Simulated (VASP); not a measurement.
# Mg2CdO3 in VASP: a series of runs

Runs on Mg2CdO3. Level: PBE. Tasks: single point, relaxation of cell and atoms.

All numbers are computed with VASP 6.6.1; they aren't measurements. Logs are shortened: lines on timing, memory, paths and dates and some standing lists are left out, and cuts for length are marked.

## 1. The cell of the first run

Symmetry: C2/m, No. 12, monoclinic system. The conventional cell has a = 5.451 Å, b = 9.436 Å, c = 5.465 Å, α = 90.00°, β = 109.47°, γ = 90.00°. Mg (site symmetry 2/m) has 6 O at 2.12 to 2.29 Å within 2.8 Å. Mg (site symmetry 2) has 6 O at 2.12 to 2.25 Å within 2.8 Å. Within 2.9 Å of Mg (site symmetry 2/m) lie 6 O at 2.17 to 2.23 Å. Within 3.1 Å of Cd (site symmetry 2) lie 6 O at 2.32 to 2.34 Å. Within 2.8 Å of O (site symmetry 1) lie 4 Mg at 2.12 to 2.25 Å and 2 Cd at 2.34 Å. O (site symmetry m) has 4 Mg at 2.14 to 2.29 Å and 2 Cd at 2.32 Å within 2.8 Å.

## 2. Single point, PBE

File INCAR:

```
PREC = Accurate
ENCUT = 520
EDIFF = 1E-7
ISMEAR = 0
SIGMA = 0.15
LREAL = False
LASPH = True
NELM = 60
ALGO = Normal
ISIF = 2
LWAVE = False
LCHARG = False
GGA = PE
NBANDS = 46
```

File KPOINTS:

```
Automatic mesh
0
Gamma
  3 3 2
```

File POSCAR:

```
Mg2CdO3
1.0
    2.7256373097     -4.7179147001      0.0035906349
    2.7256373097      4.7179147001      0.0035906349
   -1.8280641372      0.0000000000      5.1500443950
Mg Cd O
4 2 6
Direct
    0.0000000000      0.0000000000      0.5000000000
    0.3348294820      0.6651705180      0.5000000000
    0.6651705180      0.3348294820      0.5000000000
    0.5000000000      0.5000000000      0.0000000000
    0.8324949232      0.1675050768      0.0000000000
    0.1675050768      0.8324949232      0.0000000000
    0.4084679069      0.0928328168      0.7254384059
    0.9071671832      0.5915320931      0.2745615941
    0.0928328168      0.4084679069      0.7254384059
    0.5915320931      0.9071671832      0.2745615941
    0.7242264214      0.7242264214      0.7384287149
    0.2757735786      0.2757735786      0.2615712851
```

Potentials or basis: VASP PAW PBE potentials, release 64 (Mg, Cd, O).

Run with:

```console
> cat potpaw_PBE.64/Mg/POTCAR potpaw_PBE.64/Cd/POTCAR potpaw_PBE.64/O/POTCAR > POTCAR
> mpirun -np 1 vasp_std > vasp.out
```

OUTCAR:

```text
PREC = Accurate
   ENCUT = 520
   EDIFF = 1E-7
   ISMEAR = 0
   LREAL = False
   LASPH = True
   NELM = 60
   ISIF = 2
   GGA = PE

 ion  position               nearest neighbor table
   1  0.000  0.000  0.500-   7 2.12   8 2.12   9 2.12  10 2.12  11 2.29  12 2.29   3 3.14   2 3.14
                             3 3.14   2 3.14   4 3.15   4 3.15   6 3.16   5 3.16   6 3.16   5 3.16
   2  0.335  0.665  0.500-   9 2.12  10 2.12  11 2.14  12 2.14   7 2.25   8 2.25   3 3.12   1 3.14
                             1 3.14   4 3.15   4 3.15   5 3.15   5 3.15   6 3.16   6 3.16   1 3.16
   3  0.665  0.335  0.500-   7 2.12   8 2.12  11 2.14  12 2.14   9 2.25  10 2.25   2 3.12   1 3.14
                             1 3.14   4 3.15   4 3.15   6 3.15   6 3.15   5 3.16   5 3.16   1 3.16
   4  0.500  0.500  0.000-  11 2.17  12 2.17   9 2.23  10 2.23   7 2.23   8 2.23   5 3.14   6 3.14
                             2 3.15   3 3.15   2 3.15   3 3.15   6 3.15   5 3.15   6 3.15   5 3.15
   5  0.832  0.168  0.000-  11 2.32  12 2.32   7 2.34   8 2.34   9 2.34  10 2.34   4 3.14   6 3.14
                             6 3.14   4 3.15   4 3.15   2 3.15   2 3.15   3 3.16   3 3.16   1 3.16
   6  0.168  0.832  0.000-  11 2.32  12 2.32   9 2.34  10 2.34   7 2.34   8 2.34   4 3.14   5 3.14
                             5 3.14   4 3.15   4 3.15   3 3.15   3 3.15   2 3.16   2 3.16   1 3.16
   7  0.408  0.093  0.725-   1 2.12   3 2.12   4 2.23   2 2.25   5 2.34   6 2.34
   8  0.907  0.592  0.275-   1 2.12   3 2.12   4 2.23   2 2.25   5 2.34   6 2.34
   9  0.093  0.408  0.725-   1 2.12   2 2.12   4 2.23   3 2.25   6 2.34   5 2.34
  10  0.592  0.907  0.275-   1 2.12   2 2.12   4 2.23   3 2.25   6 2.34   5 2.34
  11  0.724  0.724  0.738-   2 2.14   3 2.14   4 2.17   1 2.29   5 2.32   6 2.32
  12  0.276  0.276  0.262-   2 2.14   3 2.14   4 2.17   1 2.29   5 2.32   6 2.32

  LATTYP: Found a base centered monoclinic cell.
 ALAT       =     5.4512793495
 B/A-ratio  =     1.7309385183
 C/A-ratio  =     1.0024926362
 COS(beta)  =    -0.3332703210

  Lattice vectors:

 A1 = (   2.7256373097,  -4.7179147001,   0.0035906349)
 A2 = (   2.7256373097,   4.7179147001,   0.0035906349)
 A3 = (  -1.8280641372,   0.0000000000,   5.1500443950)

Analysis of symmetry for initial positions (statically):
=====================================================================
 Subroutine PRICEL returns:
 Original cell was already a primitive cell.

 Routine SETGRP: Setting up the symmetry group for a
 base centered monoclinic supercell.

 Subroutine GETGRP returns: Found  4 space group operations
 (whereof  4 operations were pure point group operations)
 out of a pool of  4 trial point group operations.

The static configuration has the point symmetry C_2h.

Analysis of symmetry for dynamics (positions and initial velocities):
=====================================================================
 Subroutine PRICEL returns:
 Original cell was already a primitive cell.

 Routine SETGRP: Setting up the symmetry group for a
 base centered monoclinic supercell.

 Subroutine GETGRP returns: Found  4 space group operations
 (whereof  4 operations were pure point group operations)
 out of a pool of  4 trial point group operations.

The dynamic configuration has the point symmetry C_2h.

 Subroutine INISYM returns: Found  4 space group operations
 (whereof  4 operations are pure point group operations),
 and found     1 'primitive' translations

----------------------------------------------------------------------------------------

                                     Primitive cell

  volume of cell :     132.5141

  direct lattice vectors                    reciprocal lattice vectors
     2.725637310 -4.717914700  0.003590635     0.183357596 -0.105979025  0.065084768
     2.725637310  4.717914700  0.003590635     0.183357596  0.105979025  0.065084768
    -1.828064137  0.000000000  5.150044395    -0.000255676  0.000000000  0.194082329

  length of vectors
     5.448654031  5.448654031  5.464867406     0.221557191  0.221557191  0.194082497

  position of ions in fractional coordinates (direct lattice)
     1.000000000  1.000000000  0.500000000
     0.334829482  0.665170518  0.500000000
     0.665170518  0.334829482  0.500000000
     0.500000000  0.500000000  0.000000000
     0.832494923  0.167505077  0.000000000
     0.167505077  0.832494923  0.000000000
     0.408467907  0.092832817  0.725438406
     0.907167183  0.591532093  0.274561594
     0.092832817  0.408467907  0.725438406
     0.591532093  0.907167183  0.274561594
     0.724226421  0.724226421  0.738428715
     0.275773579  0.275773579  0.261571285

  ion indices of the primitive-cell ions
   primitive index   ion index
                 1           1
                 2           2
                 3           3
                 4           4
                 5           5
                 6           6
                 7           7
                 8           8
                 9           9
                10          10
                11          11
                12          12

----------------------------------------------------------------------------------------

 KPOINTS: Automatic mesh

Automatic generation of k-mesh.
 Grid dimensions read from file:
 generate k-points for:    3    3    2

 Generating k-lattice:

  Cartesian coordinates                     Fractional coordinates (reciprocal lattice)
     0.061119199 -0.035326342  0.021694923     0.333333333  0.000000000 -0.000000000
     0.061119199  0.035326342  0.021694923     0.000000000  0.333333333 -0.000000000
    -0.000127838  0.000000000  0.097041164     0.000000000  0.000000000  0.500000000

  Length of vectors
     0.073852397  0.073852397  0.097041249

  Shift w.r.t. Gamma in fractional coordinates (k-lattice)
     0.000000000  0.000000000  0.000000000

 Subroutine IBZKPT returns following result:
 ===========================================

 Found      8 irreducible k-points:

 Following reciprocal coordinates:
            Coordinates               Weight
  0.000000  0.000000  0.000000      1.000000
  0.333333  0.000000 -0.000000      4.000000
  0.333333  0.333333 -0.000000      2.000000
 -0.333333  0.333333  0.000000      2.000000
  0.000000  0.000000  0.500000      1.000000
  0.333333 -0.000000  0.500000      4.000000
  0.333333  0.333333  0.500000      2.000000
 -0.333333  0.333333  0.500000      2.000000
   k-points           NKPTS =      8   k-points in BZ     NKDIM =      8   number of bands    NBANDS=     46
   number of dos      NEDOS =    301   number of ions     NIONS =     12
   total plane-waves  NPLWV =  74088
   dimension x,y,z NGX =    42 NGY =   42 NGZ =   42
   dimension x,y,z NGXF=    84 NGYF=   84 NGZF=   84
   ions per type =               4   2   6
   NGX,Y,Z   is equivalent  to a cutoff of  12.81, 12.81, 12.78 a.u.
   NGXF,Y,Z  is equivalent  to a cutoff of  25.63, 25.63, 25.55 a.u.
 SYSTEM =  unknown system
   PREC   = accura    normal or accurate (medium, high low for compatibility)
   ISTART =      0    job   : 0-new  1-cont  2-samecut
   ICHARG =      2    charge: 1-file 2-atom 10-const
   ISPIN  =      1    spin polarized calculation?
   LNONCOLLINEAR =      F non collinear calculations
   LSORBIT =      F    spin-orbit coupling
   LASPH  =      T    aspherical Exc in radial PAW
   ENCUT  =  520.0 eV  38.22 Ry    6.18 a.u.  10.13 10.13 10.16*2*pi/ulx,y,z
   NELM   =     60;   NELMIN=  2; NELMDL= -5     # of ELM steps
   EDIFF  = 0.1E-06   stopping-criterion for ELM
   LREAL  =      F    real-space projection
   EDIFFG = 0.1E-05   stopping-criterion for IOM
   NSW    =      0    number of steps for IOM
   IBRION =     -1    ionic relax: 0-MD 1-quasi-New 2-CG
   NFREE  =      0    steps in history (QN), initial steepest desc. (CG)
   ISIF   =      2    stress and relaxation
   ISYM   =      2    0-nonsym 1-usesym 2-fastsym
   POTIM  = 0.5000    time-step for ionic-motion
   TEBEG  =    0.0;   TEEND  =   0.0 temperature during run
   PSTRESS=    0.0 pullay stress
   NELECT =      68.0000    total number of electrons
   NUPDOWN=      -1.0000    fix difference up-down
   EMIN   =  10.00;   EMAX   =-10.00  energy-range for DOS
   EFERMI =   0.00;   METHOD = LEGACY
   ISMEAR =     0;   SIGMA  =   0.15  broadening in eV -4-tet -1-fermi 0-gaus
   EFERMI_NEDOS =   21; number of points for ismear=-14 and -15
   IALGO  =     38    algorithm
   IMIX   =      4    mixing-type and parameters
     AMIX     =   0.40;   BMIX     =  1.00
     AMIX_MAG =   1.60;   BMIX_MAG =  1.00
  volume/ion in A,a.u.               =      11.04        74.52
  Fermi-wavevector in a.u.,A,eV,Ry     =   1.310661  2.476790 23.372531  1.717833
  Thomas-Fermi vector in A             =   2.441176
   LORBIT       =      0    0 simple, 1 ext, 2 COOP (PROOUT), +10 PAW based schemes
   GGA     = PE    functional components
   LHFCALC =     F    Hartree Fock is set to
   AEXX    =    0.0000 exact exchange contribution
   IVDW    =     0    specifies the selected vdW correction
   LEPSILON=     F    determine dielectric tensor
   LRPA    =     F    only Hartree local field effects (RPA)
 non-spin polarized calculation
 Gauss-broadening in eV      SIGMA  =   0.15
  energy-cutoff  :      520.00
  volume of cell :      132.51
 maximum number of plane-waves:      3589
 NGX is ok and might be reduce to    42
   NGX = 21   NGY = 21   NGZ = 21

 number of electron      67.9999993 magnetization

 Free energy of the ion-electron system (eV)
  ---------------------------------------------------
  ext. energy  EPLUGINS =         0.00000000
  ---------------------------------------------------
  free energy    TOTEN  =       -62.26174046 eV

  energy without entropy =      -62.26174046  energy(sigma->0) =      -62.26174046

 E-fermi :   3.2833     XC(G=0): -11.1045

 val. band max:        2.5382929347   @ k =  -0.3333   0.3333   0.0000
 cond. band min:       4.4275303667   @ k =   0.0000   0.0000   0.0000
 fundamental gap:      1.8892374320
 Fermi energy:         3.2832824672

 k-point     1 :       0.0000    0.0000    0.0000
  band No.  band energies     occupation
      1     -14.6192      2.00000
      2     -13.6196      2.00000
      3     -13.5533      2.00000
      4     -13.5183      2.00000
      5     -13.4707      2.00000
      6     -13.4443      2.00000
[... 38 lines left out ...]
     45      13.2065      0.00000
     46      13.4255      0.00000

 k-point     2 :       0.3333    0.0000   -0.0000
  band No.  band energies     occupation
      1     -14.3389      2.00000
      2     -13.7999      2.00000
      3     -13.6357      2.00000
      4     -13.5830      2.00000
      5     -13.4925      2.00000
      6     -13.4390      2.00000
[... 38 lines left out ...]
     45      13.2540      0.00000
     46      13.3977      0.00000

 k-point     3 :       0.3333    0.3333   -0.0000
  band No.  band energies     occupation
      1     -14.0219      2.00000
      2     -13.9098      2.00000
      3     -13.8894      2.00000
      4     -13.5675      2.00000
      5     -13.4694      2.00000
      6     -13.4626      2.00000
[... 234 lines left out ...]
     45      13.1128      0.00000
     46      13.4893      0.00000

 k-point     8 :      -0.3333    0.3333    0.5000
  band No.  band energies     occupation
      1     -14.0829      2.00000
      2     -13.8772      2.00000
      3     -13.7142      2.00000
      4     -13.6473      2.00000
      5     -13.5187      2.00000
      6     -13.4809      2.00000
[... 38 lines left out ...]
     45      13.3190      0.00000
     46      13.6738      0.00000

------------------------ aborting loop because EDIFF is reached ----------------------------------------

  FORCE on cell =-STRESS in cart. coord.  units (eV):
  Direction    XX          YY          ZZ          XY          YZ          ZX
  --------------------------------------------------------------------------------------
  -------------------------------------------------------------------------------------
  Total       -0.1033125     -0.2305576     -0.1675009      0.0000000      0.0000000     -0.0523628
  in kB       -1.2491115     -2.7875832     -2.0251887      0.0000000      0.0000000     -0.6330981
  external PRESSURE =      -2.0206278 kB  Pullay stress =       0.0000000 kB

 VOLUME and BASIS-vectors are now :
 -----------------------------------------------------------------------------
  energy-cutoff  :      520.00
  volume of cell :      132.51
      direct lattice vectors                 reciprocal lattice vectors
     2.725637310 -4.717914700  0.003590635     0.183357596 -0.105979025  0.065084768
     2.725637310  4.717914700  0.003590635     0.183357596  0.105979025  0.065084768
    -1.828064137  0.000000000  5.150044395    -0.000255676  0.000000000  0.194082329

 POSITION                                       TOTAL-FORCE (eV/Angst)
 -----------------------------------------------------------------------------------
     -0.91403      0.00000      2.57502         0.000000      0.000000      0.000000
      1.81161      1.55852      2.57861        -0.000000     -0.005824     -0.000000
      1.81161     -1.55852      2.57861         0.000000      0.005824      0.000000
      2.72564      0.00000      0.00359        -0.000000      0.000000      0.000000
      2.72564     -3.13737      0.00359        -0.000000     -0.000125     -0.000000
      2.72564      3.13737      0.00359        -0.000000      0.000125      0.000000
      0.04022     -1.48914      3.73784         0.024091      0.034744     -0.088073
      3.58299     -1.48914      1.41939        -0.024091      0.034744      0.088073
      0.04022      1.48914      3.73784         0.024091     -0.034744     -0.088073
      3.58299      1.48914      1.41939        -0.024091     -0.034744      0.088073
      2.59806      0.00000      3.80814        -0.055937      0.000000     -0.073290
      1.02515      0.00000      1.34908         0.055937      0.000000      0.073290
 -----------------------------------------------------------------------------------
    total drift:                               -0.000000      0.000000      0.000000

  FREE ENERGIE OF THE ION-ELECTRON SYSTEM (eV)
  ---------------------------------------------------
  free  energy   TOTEN  =       -62.2617404634 eV

  energy  without entropy=      -62.2617404634  energy(sigma->0) =      -62.26174046
```

Wall time 41 s (1 thread of AMD EPYC 9R45 (Zen 5), shared host); peak memory 0.24 GiB.

Results:

- Free energy: -62.2617 eV
- Pressure: -0.2 GPa
- Largest force: 0.098 eV/Å
- Band gap on the k mesh: 1.89 eV, indirect (least direct gap 2.28 eV)

Forces on the atoms (eV/Å):
```
Mg   0.000  0.000  0.000
Mg   0.000 -0.006  0.000
Mg   0.000  0.006  0.000
Mg   0.000  0.000  0.000
Cd   0.000  0.000  0.000
Cd   0.000  0.000  0.000
O    0.024  0.035 -0.088
O   -0.024  0.035  0.088
O    0.024 -0.035 -0.088
O   -0.024 -0.035  0.088
O   -0.056  0.000 -0.073
O    0.056  0.000  0.073
```

Stress tensor (GPa, compression positive):
```
-0.12  0.00 -0.06
 0.00 -0.28  0.00
-0.06  0.00 -0.20
```

Caveat: the k points lie up to 0.61 Å⁻¹ apart.

## 3. Single point, PBE

This run uses another cell than the first one, of 11.01 Å³/atom, 0.997 times its volume.

File INCAR:

```
  ALGO = Normal
  EDIFF = 1E-6
  ENCUT = 520
  GGA = PE
  ISIF = 2
  ISMEAR = 0
  LASPH = True
  LCHARG = False
  LREAL = False
  LWAVE = False
  NBANDS = 46
  NELM = 60
  PREC = Accurate
  SIGMA = 0.1
```

File KPOINTS:

```
k-points
0
Gamma
  4 4 4
```

File POSCAR:

```
Mg2CdO3
1.0
    2.7257229842     -4.7114633284     -0.0011944152
    2.7257229842      4.7114633284     -0.0011944152
   -1.8235916602      0.0000000000      5.1470027625
Mg Cd O
4 2 6
Direct
    0.0000000000      0.0000000000      0.5000000000
    0.3346770210      0.6653229790      0.5000000000
    0.6653229790      0.3346770210      0.5000000000
    0.5000000000      0.5000000000      0.0000000000
    0.8325248809      0.1674751191      1.0000000000
    0.1674751191      0.8325248809      0.0000000000
    0.4084150101      0.0926716329      0.7250845410
    0.9073283671      0.5915849899      0.2749154590
    0.0926716329      0.4084150101      0.7250845410
    0.5915849899      0.9073283671      0.2749154590
    0.7241792763      0.7241792763      0.7384110771
    0.2758207237      0.2758207237      0.2615889229
```

Potentials or basis: VASP PAW PBE potentials, release 64 (Mg, Cd, O).

Run with:

```console
> cat potpaw_PBE.64/Mg/POTCAR potpaw_PBE.64/Cd/POTCAR potpaw_PBE.64/O/POTCAR > POTCAR
> mpirun -np 1 vasp_std > vasp.out
```

It took 1.7 min on 1 thread of AMD EPYC 9R45 (Zen 5), shared host; peak memory 0.28 GiB.

Results (log left out):

```yaml
Free_energy: -62.2875 eV
Pressure: 0.2 GPa
Largest_force: 0.094 eV/Å
Band_gap_on_the_k_mesh: 1.87 eV, indirect (least direct gap 2.29 eV)
```

Forces on the atoms (eV/Å):
```
Mg   0.000  0.000  0.000
Mg   0.000 -0.005  0.000
Mg   0.000  0.005  0.000
Mg   0.000  0.000  0.000
Cd   0.000  0.007  0.000
Cd   0.000 -0.007  0.000
O    0.023  0.043 -0.073
O   -0.023  0.043  0.073
O    0.023 -0.043 -0.073
O   -0.023 -0.043  0.073
O   -0.059  0.000 -0.073
O    0.059  0.000  0.073
```

Levels at points of the mesh, in eV from the valence-band top:
| k point | band 30 | band 31 | band 32 | band 33 | band 34 | band 35 | band 36 | band 37 | band 38 | band 39 |
| --- | --- | --- | --- | --- | --- | --- | --- | --- | --- | --- |
| (0.00, 0.00, 0.00) | -0.62 | -0.56 | -0.47 | -0.42 | -0.42 | 1.87 | 6.04 | 7.03 | 7.83 | 7.92 |
| (0.50, 0.00, 0.00) | -1.03 | -0.80 | -0.78 | -0.51 | -0.21 | 4.60 | 4.82 | 7.11 | 7.47 | 8.32 |
| (0.50, 0.50, 0.00) | -0.90 | -0.80 | -0.30 | -0.19 | 0.00 | 4.44 | 4.75 | 5.83 | 6.86 | 8.35 |
| (0.00, 0.00, 0.50) | -0.93 | -0.84 | -0.68 | -0.13 | -0.12 | 3.94 | 5.06 | 7.04 | 7.67 | 7.98 |
| (0.50, 0.00, 0.50) | -1.02 | -0.76 | -0.52 | -0.32 | -0.16 | 4.77 | 4.89 | 5.84 | 7.02 | 7.90 |
| (0.50, 0.50, 0.50) | -1.12 | -0.89 | -0.72 | -0.56 | -0.53 | 4.85 | 5.43 | 7.09 | 7.31 | 7.57 |

[end of part 1 of 2]
